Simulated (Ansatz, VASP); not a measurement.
YF5: VASP beside Ansatz

The input INCAR:

```
SYSTEM = YF5
PREC = Accurate ; ENCUT = 520
EDIFF = 1E-6 ; ISMEAR = 0
SIGMA = 0.1 ; LREAL = .False.
LASPH = .True. ; NELM = 150
ALGO = Normal ; ISIF = 2
LWAVE = .False. ; LCHARG = .False.
ISPIN = 2 ; MAGMOM = 0 1 1 1 1 1
LORBIT = 11 ; LMAXMIX = 4
GGA = PE ; NBANDS = 36
```

Contents of KPOINTS:

```
regular mesh
0
Gamma
  6 6 4
  0 0 0
```

The input POSCAR:

```
YF5
1.0
    4.7268225900      0.0000000000      0.0000000000
   -2.3634113000      4.0935484400      0.0000000000
    0.0000000000      0.0000000000      4.3956989500
Y F
1 5
Direct
    0.0000000000      0.0000000000      0.5000000000
    0.3333333300      0.6666666700      0.5000000000
    0.6666666700      0.3333333300      0.5000000000
    0.3333333300      0.6666666700      0.0000000000
    0.6666666700      0.3333333300      0.0000000000
    0.0000000000      0.0000000000      0.0000000000
```

Input for Ansatz:

```yaml
crystal:
  lattice:
    - [4.72682259, 0.0, 0.0]
    - [-2.3634113, 4.09354844, 0.0]
    - [0.0, 0.0, 4.39569895]
  atoms:
    - { symbol: "Y", position: [0.0, 0.0, 0.5] }
    - { symbol: F, position: [0.33333333, 0.66666667, 0.5], spin: 1.0 }
    - { symbol: F, position: [0.66666667, 0.33333333, 0.5], spin: 1.0 }
    - { symbol: F, position: [0.33333333, 0.66666667, 0.0], spin: 1.0 }
    - { symbol: F, position: [0.66666667, 0.33333333, 0.0], spin: 1.0 }
    - { symbol: F, position: [0.0, 0.0, 0.0], spin: 1.0 }
basis:
  ecutwfc: 420
kpoints:
  mp_grid: { grid: [6, 6, 4] }
hamiltonian:
  xc: pbe
scf:
  occupations: { method: gaussian, width: 0.1 }
  lower_state_search: "off"
output:
  forces: true
  stress: true
  eigenvalues: true
  populations: true
magnetization:
  spin_polarized: true
```

Alike in both runs: task single point; functional PBE; k mesh 6 × 6 × 4; occupations gaussian, width 0.1 eV; collinear spin.

|  | VASP | Ansatz |
| --- | --- | --- |
| version | VASP 6.6.1 | Ansatz 0.2.0 |
| potentials or method | VASP PAW PBE potentials, release 64 (Y_sv, F), cutoff 520 eV | scalar-relativistic, plane waves, PAW |
| valence electrons in the cell | 46 | 46 |

```tsv
	VASP	Ansatz	Ansatz less VASP
gap on the k mesh at the Fermi level (eV)	none	none	-
pressure (GPa)	-9.3	-8.9	+0.35
traceless stress, the component that is largest in VASP (GPa)	2.59	2.52	-0.073
net moment per atom (μB)	0.33	0.33	0.000
size of the moment on the site where the two differ most (μB)	0.64	0.69	+0.048
```

Site moments also hang on the region over which each program counts them. A gap of «none» marks a metal or a gap that the smearing closes.
